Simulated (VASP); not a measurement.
Here is a VASP 6.6.1 calculation.

INCAR

```
SYSTEM = ReMo7S16
PREC     = Accurate       ! precision mode
ENCUT    = 520            ! plane-wave cutoff, eV
EDIFF    = 1E-6           ! SCF threshold, eV
ISMEAR   = 0              ! smearing method
SIGMA    = 0.05           ! smearing width, eV
LREAL    = Auto         
LASPH    = .TRUE.         ! aspherical terms in the spheres
NELM     = 150            ! most SCF steps
ALGO     = Normal         ! electronic algorithm
ISIF     = 2              ! what is computed and relaxed
LWAVE    = .FALSE.        ! write WAVECAR
LCHARG   = .FALSE.        ! write CHGCAR
ISPIN    = 2              ! spin polarisation
MAGMOM   = 0 0 0 0 0 0 0 0 0 0 0 0 0 0 0 0 0 0 0 0 0 0 0 0 ! initial moments
LORBIT   = 11             ! projections on sites
NUPDOWN  = 0.0            ! fixed moment
LMAXMIX  = 4              ! l up to which the mixer works
LDAU     = .TRUE.         ! DFT+U
LDAUTYPE = 2            
LDAUL    = 2 -1 -1        ! shell
LDAUU    = 2 0 0          ! U, eV
LDAUJ    = 0 0 0        
LDAUPRINT= 1            
GGA      = PS             ! functional
NBANDS   = 122            ! bands
LUSENCCL = .FALSE.
```

The input KPOINTS:

```
regular mesh
0
G
  3 3 2
  0 0 0
```

Contents of POSCAR:

```
ReMo7S16
1.0
    6.3379961000      0.0000000000      0.0000000000
   -3.1689980000      5.4888656000      0.0000000000
    0.0000000000      0.0000000000     12.3240000000
Re Mo S
1 7 16
Direct
    0.1666666667      0.3333333333      0.2500000000
    0.1648309489      0.8324154744      0.2500000000
    0.6675845256      0.3351690511      0.2500000000
    0.6675845256      0.8324154744      0.2500000000
    0.3333279472      0.1666720528      0.7500000000
    0.3333279472      0.6666558945      0.7500000000
    0.8333441055      0.1666720528      0.7500000000
    0.8333333333      0.6666666667      0.7500000000
    0.1666666667      0.3333333333      0.6241038936
    0.1667169548      0.8333584774      0.6240794844
    0.6666415226      0.3332830452      0.6240794844
    0.6666415226      0.8333584774      0.6240794844
    0.3321583312      0.1678416688      0.1250631807
    0.3321583312      0.6643166625      0.1250631807
    0.8356833375      0.1678416688      0.1250631807
    0.8333333333      0.6666666667      0.1235096617
    0.1666666667      0.3333333333      0.8758961064
    0.1667169548      0.8333584774      0.8759205156
    0.6666415226      0.3332830452      0.8759205156
    0.6666415226      0.8333584774      0.8759205156
    0.3321583312      0.1678416688      0.3749368193
    0.3321583312      0.6643166625      0.3749368193
    0.8356833375      0.1678416688      0.3749368193
    0.8333333333      0.6666666667      0.3764903383
```

Potentials or basis: VASP PAW PBE potentials, release 64 (Re, Mo_sv, S).

Run with:

```bash
$ cat potpaw_PBE.64/Re/POTCAR potpaw_PBE.64/Mo_sv/POTCAR potpaw_PBE.64/S/POTCAR > POTCAR
$ mpirun -np 1 vasp_std > vasp.out
```

Problem. Estimate the largest force.

Solution. 0.066 eV/Å.

Problem. Predict the pressure.

Solution. -1.6 GPa.

Stress tensor (GPa, compression positive):
```
-2.48  0.00  0.00
 0.00 -2.48  0.00
 0.00  0.00  0.23
```

Caveat: the k points lie up to 0.38 Å⁻¹ apart; the PAW data sets were made with another functional, which shifts forces and pressure a little; this functional lacks dispersion, which binds layers or chains, so the pressure and a relaxed spacing across them are unreliable; the total moment is fixed, so each spin has its own Fermi level.
